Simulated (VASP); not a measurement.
# SrCl2 (Fm-3m) in VASP: notebook, part 2 of 2

VASP 6.6.1.

## (4) Single point, LDA

INCAR

```
SYSTEM = SrCl2
PREC = Accurate ; ENCUT = 520
EDIFF = 1E-6 ; ISMEAR = -1
SIGMA = 0.05 ; LREAL = .False.
LASPH = .True. ; NELM = 100
ALGO = Normal ; ISIF = 2
LWAVE = .False. ; LCHARG = .False.
GGA = CA ; NBANDS = 19
```

KPOINTS

```
regular mesh
0
Gamma
  4 4 4
  0 0 0
```

POSCAR

```
SrCl2
1.0
    0.0000000000      3.4883500000      3.4883500000
    3.4883500000      0.0000000000      3.4883500000
    3.4883500000      3.4883500000      0.0000000000
Sr Cl
1 2
Direct
    0.0000000000      0.0000000000      0.0000000000
    0.7500000000      0.7500000000      0.7500000000
    0.2500000000      0.2500000000      0.2500000000
```

Potentials or basis: VASP PAW LDA potentials, release 64 (Sr_sv, Cl).

Started as:

```console
$ cat potpaw_LDA.64/Sr_sv/POTCAR potpaw_LDA.64/Cl/POTCAR > POTCAR
$ mpirun -np 1 vasp_std > vasp.out
```

OUTCAR:

```text
SYSTEM = SrCl2
   PREC = Accurate
   ENCUT = 520
   EDIFF = 1E-6
   ISMEAR = -1
   LREAL = .False.
   LASPH = .True.
   NELM = 100
   ISIF = 2
   GGA = CA

 ion  position               nearest neighbor table
   1  0.000  0.000  0.000-   2 3.02   2 3.02   2 3.02   2 3.02   3 3.02   3 3.02   3 3.02   3 3.02

   2  0.750  0.750  0.750-   1 3.02   1 3.02   1 3.02   1 3.02
   3  0.250  0.250  0.250-   1 3.02   1 3.02   1 3.02   1 3.02

  LATTYP: Found a face centered cubic cell.
 ALAT       =     6.9767000000

  Lattice vectors:

 A1 = (   0.0000000000,   3.4883500000,   3.4883500000)
 A2 = (   3.4883500000,   0.0000000000,   3.4883500000)
 A3 = (   3.4883500000,   3.4883500000,   0.0000000000)

Analysis of symmetry for initial positions (statically):
=====================================================================
 Subroutine PRICEL returns:
 Original cell was already a primitive cell.

 Routine SETGRP: Setting up the symmetry group for a
 face centered cubic supercell.

 Subroutine GETGRP returns: Found 48 space group operations
 (whereof 48 operations were pure point group operations)
 out of a pool of 48 trial point group operations.

The static configuration has the point symmetry O_h .

Analysis of symmetry for dynamics (positions and initial velocities):
=====================================================================
 Subroutine PRICEL returns:
 Original cell was already a primitive cell.

 Routine SETGRP: Setting up the symmetry group for a
 face centered cubic supercell.

 Subroutine GETGRP returns: Found 48 space group operations
 (whereof 48 operations were pure point group operations)
 out of a pool of 48 trial point group operations.

The dynamic configuration has the point symmetry O_h .

 Subroutine INISYM returns: Found 48 space group operations
 (whereof 48 operations are pure point group operations),
 and found     1 'primitive' translations

----------------------------------------------------------------------------------------

                                     Primitive cell

  volume of cell :      84.8966

  direct lattice vectors                    reciprocal lattice vectors
     0.000000000  3.488350000  3.488350000    -0.143334241  0.143334241  0.143334241
     3.488350000  0.000000000  3.488350000     0.143334241 -0.143334241  0.143334241
     3.488350000  3.488350000  0.000000000     0.143334241  0.143334241 -0.143334241

  length of vectors
     4.933271880  4.933271880  4.933271880     0.248262188  0.248262188  0.248262188

  position of ions in fractional coordinates (direct lattice)
     0.000000000  0.000000000  0.000000000
     0.750000000  0.750000000  0.750000000
     0.250000000  0.250000000  0.250000000

  ion indices of the primitive-cell ions
   primitive index   ion index
                 1           1
                 2           2
                 3           3

----------------------------------------------------------------------------------------

 KPOINTS: regular mesh

Automatic generation of k-mesh.
 Grid dimensions read from file:
 generate k-points for:    4    4    4

 Generating k-lattice:

  Cartesian coordinates                     Fractional coordinates (reciprocal lattice)
    -0.035833560  0.035833560  0.035833560     0.250000000  0.000000000  0.000000000
     0.035833560 -0.035833560  0.035833560     0.000000000  0.250000000  0.000000000
     0.035833560  0.035833560 -0.035833560     0.000000000  0.000000000  0.250000000

  Length of vectors
     0.062065547  0.062065547  0.062065547

  Shift w.r.t. Gamma in fractional coordinates (k-lattice)
     0.000000000  0.000000000  0.000000000

 Subroutine IBZKPT returns following result:
 ===========================================

 Found      8 irreducible k-points:

 Following reciprocal coordinates:
            Coordinates               Weight
  0.000000  0.000000  0.000000      1.000000
  0.250000  0.000000  0.000000      8.000000
  0.500000  0.000000  0.000000      4.000000
  0.250000  0.250000  0.000000      6.000000
  0.500000  0.250000  0.000000     24.000000
 -0.250000  0.250000  0.000000     12.000000
  0.500000  0.500000  0.000000      3.000000
 -0.250000  0.500000  0.250000      6.000000
   k-points           NKPTS =      8   k-points in BZ     NKDIM =      8   number of bands    NBANDS=     19
   number of dos      NEDOS =    301   number of ions     NIONS =      3
   total plane-waves  NPLWV =  64000
   dimension x,y,z NGX =    40 NGY =   40 NGZ =   40
   dimension x,y,z NGXF=    80 NGYF=   80 NGZF=   80
   ions per type =               1   2
   NGX,Y,Z   is equivalent  to a cutoff of  13.48, 13.48, 13.48 a.u.
   NGXF,Y,Z  is equivalent  to a cutoff of  26.96, 26.96, 26.96 a.u.
 SYSTEM =  SrCl2
   PREC   = accura    normal or accurate (medium, high low for compatibility)
   ISTART =      0    job   : 0-new  1-cont  2-samecut
   ICHARG =      2    charge: 1-file 2-atom 10-const
   ISPIN  =      1    spin polarized calculation?
   LNONCOLLINEAR =      F non collinear calculations
   LSORBIT =      F    spin-orbit coupling
   LASPH  =      T    aspherical Exc in radial PAW
   ENCUT  =  520.0 eV  38.22 Ry    6.18 a.u.   9.17  9.17  9.17*2*pi/ulx,y,z
   NELM   =    100;   NELMIN=  2; NELMDL= -5     # of ELM steps
   EDIFF  = 0.1E-05   stopping-criterion for ELM
   LREAL  =      F    real-space projection
   EDIFFG = 0.1E-04   stopping-criterion for IOM
   NSW    =      0    number of steps for IOM
   IBRION =     -1    ionic relax: 0-MD 1-quasi-New 2-CG
   NFREE  =      0    steps in history (QN), initial steepest desc. (CG)
   ISIF   =      2    stress and relaxation
   ISYM   =      2    0-nonsym 1-usesym 2-fastsym
   POTIM  = 0.5000    time-step for ionic-motion
   TEBEG  =    0.0;   TEEND  =   0.0 temperature during run
   PSTRESS=    0.0 pullay stress
   NELECT =      24.0000    total number of electrons
   NUPDOWN=      -1.0000    fix difference up-down
   EMIN   =  10.00;   EMAX   =-10.00  energy-range for DOS
   EFERMI =   0.00;   METHOD = LEGACY
   ISMEAR =    -1;   SIGMA  =   0.05  broadening in eV -4-tet -1-fermi 0-gaus
   EFERMI_NEDOS =   21; number of points for ismear=-14 and -15
   IALGO  =     38    algorithm
   IMIX   =      4    mixing-type and parameters
     AMIX     =   0.40;   BMIX     =  1.00
     AMIX_MAG =   1.60;   BMIX_MAG =  1.00
  volume/ion in A,a.u.               =      28.30       190.97
  Fermi-wavevector in a.u.,A,eV,Ry     =   1.074439  2.030396 15.706833  1.154420
  Thomas-Fermi vector in A             =   2.210267
   LORBIT       =      0    0 simple, 1 ext, 2 COOP (PROOUT), +10 PAW based schemes
   GGA     = CA    functional components
   LHFCALC =     F    Hartree Fock is set to
   AEXX    =    0.0000 exact exchange contribution
   IVDW    =     0    specifies the selected vdW correction
   LEPSILON=     F    determine dielectric tensor
   LRPA    =     F    only Hartree local field effects (RPA)
 non-spin polarized calculation
  energy-cutoff  :      520.00
  volume of cell :       84.90
 maximum number of plane-waves:      2302
 NGX is ok and might be reduce to    40
   NGX = 19   NGY = 19   NGZ = 19

 number of electron      23.9999999 magnetization

 Free energy of the ion-electron system (eV)
  ---------------------------------------------------
  ext. energy  EPLUGINS =         0.00000000
  ---------------------------------------------------
  free energy    TOTEN  =       -14.02557267 eV

  energy without entropy =      -14.02557267  energy(sigma->0) =      -14.02557267

 E-fermi :   1.0721     XC(G=0):  -8.7997

 val. band max:       -0.0384952859   @ k =   0.5000   0.5000   0.0000
 cond. band min:       4.8471370364   @ k =   0.0000   0.0000   0.0000
 fundamental gap:      4.8856323222
 Fermi energy:         1.0721192376

 k-point     1 :       0.0000    0.0000    0.0000
  band No.  band energies     occupation
      1     -32.7338      2.00000
      2     -14.8348      2.00000
      3     -14.8348      2.00000
      4     -14.8348      2.00000
      5     -13.2749      2.00000
      6     -12.3917      2.00000
[... 11 lines left out ...]
     18       8.6638      0.00000
     19       9.1506      0.00000
[... 133 lines left out ...]
 k-point     8 :      -0.2500    0.5000    0.2500
  band No.  band energies     occupation
      1     -32.7292      2.00000
      2     -15.0437      2.00000
      3     -15.0437      2.00000
      4     -14.8708      2.00000
      5     -12.5831      2.00000
      6     -12.5831      2.00000
[... 11 lines left out ...]
     18       9.1293      0.00000
     19      10.2755      0.00000

------------------------ aborting loop because EDIFF is reached ----------------------------------------

  FORCE on cell =-STRESS in cart. coord.  units (eV):
  Direction    XX          YY          ZZ          XY          YZ          ZX
  --------------------------------------------------------------------------------------
  -------------------------------------------------------------------------------------
  Total       -1.4471172     -1.4471172     -1.4471172      0.0000000      0.0000000      0.0000000
  in kB      -27.3101536    -27.3101536    -27.3101536      0.0000000      0.0000000      0.0000000
  external PRESSURE =     -27.3101536 kB  Pullay stress =       0.0000000 kB

 VOLUME and BASIS-vectors are now :
 -----------------------------------------------------------------------------
  energy-cutoff  :      520.00
  volume of cell :       84.90
      direct lattice vectors                 reciprocal lattice vectors
     0.000000000  3.488350000  3.488350000    -0.143334241  0.143334241  0.143334241
     3.488350000  0.000000000  3.488350000     0.143334241 -0.143334241  0.143334241
     3.488350000  3.488350000  0.000000000     0.143334241  0.143334241 -0.143334241

 POSITION                                       TOTAL-FORCE (eV/Angst)
 -----------------------------------------------------------------------------------
      0.00000      0.00000      0.00000        -0.000000      0.000000      0.000000
      5.23252      5.23252      5.23252         0.000000     -0.000000      0.000000
      1.74418      1.74418      1.74418        -0.000000      0.000000     -0.000000
 -----------------------------------------------------------------------------------
    total drift:                               -0.000000     -0.000000      0.000000

  FREE ENERGIE OF THE ION-ELECTRON SYSTEM (eV)
  ---------------------------------------------------
  free  energy   TOTEN  =       -14.0255726655 eV

  energy  without entropy=      -14.0255726655  energy(sigma->0) =      -14.02557267
```

OSZICAR:

```text
N       E                     dE             d eps       ncg     rms          rms(c)
DAV:   1     0.135491595581E+03    0.13549E+03   -0.11488E+04   304   0.114E+03
DAV:   2    -0.526947479673E+01   -0.14076E+03   -0.13563E+03   419   0.217E+02
DAV:   3    -0.139662160286E+02   -0.86967E+01   -0.86637E+01   386   0.545E+01
DAV:   4    -0.143480980509E+02   -0.38188E+00   -0.38130E+00   503   0.949E+00
DAV:   5    -0.143507877965E+02   -0.26897E-02   -0.26896E-02   399   0.886E-01    0.137E+01
DAV:   6    -0.140584262521E+02    0.29236E+00   -0.54543E-01   343   0.403E+00    0.894E+00
DAV:   7    -0.140294456377E+02    0.28981E-01   -0.27994E-01   394   0.319E+00    0.170E+00
DAV:   8    -0.140249730052E+02    0.44726E-02   -0.49956E-02   348   0.116E+00    0.308E-01
DAV:   9    -0.140253244816E+02   -0.35148E-03   -0.14364E-03   340   0.232E-01    0.109E-01
DAV:  10    -0.140255328781E+02   -0.20840E-03   -0.13541E-04   369   0.673E-02    0.235E-02
DAV:  11    -0.140255694806E+02   -0.36603E-04   -0.23121E-05   383   0.295E-02    0.226E-02
DAV:  12    -0.140255719762E+02   -0.24956E-05   -0.48599E-06   360   0.109E-02    0.500E-03
DAV:  13    -0.140255726655E+02   -0.68929E-06   -0.58622E-07   302   0.412E-03
   1 F= -.14025573E+02 E0= -.14025573E+02  d E =-.318097E-10
```

Wall time 8.4 s (1 thread of Intel Xeon Platinum 8488C (Sapphire Rapids), shared host); peak memory 0.18 GiB.

What came out:

```yaml
Free_energy: -14.0256 eV
Pressure: -2.7 GPa
Band_gap_on_the_k_mesh: 4.89 eV, indirect (least direct gap 5.15 eV)
```

Levels at points of the mesh, in eV from the valence-band top:
```csv
k point,band 8,band 9,band 10,band 11,band 12,band 13,band 14,band 15,band 16,band 17
"(0.00, 0.00, 0.00)",-2.19,-2.19,-0.35,-0.35,-0.35,4.89,5.82,5.82,8.70,8.70
"(0.50, 0.00, 0.00)",-1.63,-1.57,-1.38,-1.08,-1.08,6.44,6.44,7.30,7.44,8.42
"(0.50, 0.50, 0.00)",-1.93,-1.93,-0.42,-0.42,0.00,5.15,6.81,7.35,7.84,7.84
```

A k mesh can miss the band edges. Expect the measured gap to be larger: semilocal functionals such as LDA lack the derivative discontinuity.

## (5) Single point, RPBE

INCAR

```
SYSTEM = SrCl2
  PREC = Accurate
  ENCUT = 520
  EDIFF = 1E-7
  ISMEAR = -1
  SIGMA = 0.05
  LREAL = .False.
  LASPH = .True.
  NELM = 100
  ALGO = Normal
  ISIF = 2
  LWAVE = .False.
  LCHARG = .False.
  GGA = RP
  NBANDS = 19
```

KPOINTS

```
Automatic mesh
0
Gamma
  4 4 4
  0 0 0
```

POSCAR is that of step 4.

Potentials or basis: VASP PAW PBE potentials, release 64 (Sr_sv, Cl).

Started as:

```console
$ cat potpaw_PBE.64/Sr_sv/POTCAR potpaw_PBE.64/Cl/POTCAR > POTCAR
$ mpirun -np 1 vasp_std > vasp.out
```

It took 14 s on 1 thread of Intel Xeon Platinum 8488C (Sapphire Rapids), shared host; peak memory 0.23 GiB.

It converged, with:

```
Free energy            : -12.0815 eV
Pressure               : 3.1 GPa
Band gap on the k mesh : 5.68 eV, indirect (least direct gap 5.74 eV)
```

Levels at points of the mesh, in eV from the valence-band top:
```csv
k point,band 10,band 11,band 12,band 13,band 14,band 15
"(0.00, 0.00, 0.00)",-0.33,-0.33,-0.33,5.68,6.26,6.26
"(0.50, 0.00, 0.00)",-1.28,-1.03,-1.03,6.87,6.87,7.61
"(0.50, 0.50, 0.00)",-0.39,-0.39,0.00,5.74,7.16,7.74
```

Caveat: the PAW data sets were made with another functional, which shifts forces and pressure a little.

## (6) Single point, r2SCAN

POSCAR is that of step 5.

INCAR.step1

```
  ALGO = Normal
  EDIFF = 1E-4
  ENCUT = 520
  GGA = PE
  ISMEAR = -1
  LASPH = T
  LCHARG = F
  LREAL = F
  LWAVE = T
  NBANDS = 19
  NELM = 80
  PREC = Accurate
  SIGMA = 0.05
```

INCAR.step2

```
  ALGO = Normal
  EDIFF = 1E-6
  ENCUT = 520
  ISIF = 2
  ISMEAR = -1
  ISTART = 1
  LASPH = T
  LCHARG = F
  LMIXTAU = T
  LREAL = F
  LWAVE = F
  METAGGA = R2SCAN
  NBANDS = 19
  NELM = 80
  PREC = Accurate
  SIGMA = 0.05
```

KPOINTS

```
k-points
0
Gamma
  4 4 4
```

Potentials or basis: VASP PAW PBE potentials, release 64 (Sr_sv, Cl).

Started as:

```console
$ cat potpaw_PBE.64/Sr_sv/POTCAR potpaw_PBE.64/Cl/POTCAR > POTCAR
$ cp INCAR.step1 INCAR
$ mpirun -np 1 vasp_std > vasp.out
$ cp INCAR.step2 INCAR
$ mpirun -np 1 vasp_std > vasp.out
```

It took 42 s on 1 thread of Intel Xeon Platinum 8488C (Sapphire Rapids), shared host; peak memory 0.25 GiB.

Results (log left out):

| Property | Result |
| --- | --- |
| Free energy | -35.6960 eV |
| Pressure | 0.3 GPa |
| Band gap on the k mesh | 5.97 eV, indirect (least direct gap 5.99 eV) |

Levels at points of the mesh, in eV from the valence-band top:
| k point | band 9 | band 10 | band 11 | band 12 | band 13 | band 14 | band 15 | band 16 |
| --- | --- | --- | --- | --- | --- | --- | --- | --- |
| (0.00, 0.00, 0.00) | -2.15 | -0.35 | -0.35 | -0.35 | 5.97 | 6.69 | 6.69 | 9.62 |
| (0.50, 0.00, 0.00) | -1.48 | -1.35 | -1.07 | -1.07 | 7.29 | 7.29 | 8.23 | 8.25 |
| (0.50, 0.50, 0.00) | -1.92 | -0.40 | -0.40 | 0.00 | 5.99 | 7.79 | 8.22 | 8.71 |

Caveat: the PAW data sets were made with another functional, which shifts forces and pressure a little.

## (7) Overview

| task | level | potentials or basis | cell | k mesh | cutoff (eV) | gap on the mesh (eV) | pressure (GPa) | relaxed volume (Å³/atom) |
| --- | --- | --- | --- | --- | --- | --- | --- | --- |
| relaxation of cell and atoms | PBEsol+D3(BJ) | VASP PAW PBE potentials, release 64 (Sr_sv, Cl) | relaxed | 7 × 7 × 7 | 600 | 5.39 | 0.0 | 26.67 |
| relaxation of cell and atoms | PBEsol+D4 | VASP PAW PBE potentials, release 64 (Sr_sv, Cl) | relaxed | 7 × 7 × 7 | 600 | 5.33 | 0.0 | 27.10 |
| single point | LDA | VASP PAW LDA potentials, release 64 (Sr_sv, Cl) | as given | 4 × 4 × 4 | 520 | 4.89 | -2.7 | - |
| single point | RPBE | VASP PAW PBE potentials, release 64 (Sr_sv, Cl) | as given | 4 × 4 × 4 | 520 | 5.68 | 3.1 | - |
| single point | r2SCAN | VASP PAW PBE potentials, release 64 (Sr_sv, Cl) | as given | 4 × 4 × 4 | 520 | 5.97 | 0.3 | - |

Alike in all rows: no spin polarisation; smearing fermi-dirac 0.05 eV.

Caveats: the PAW data sets were made with another functional, which shifts forces and pressure a little (some runs).

Absolute energies hang on the potentials; compare differences alone.
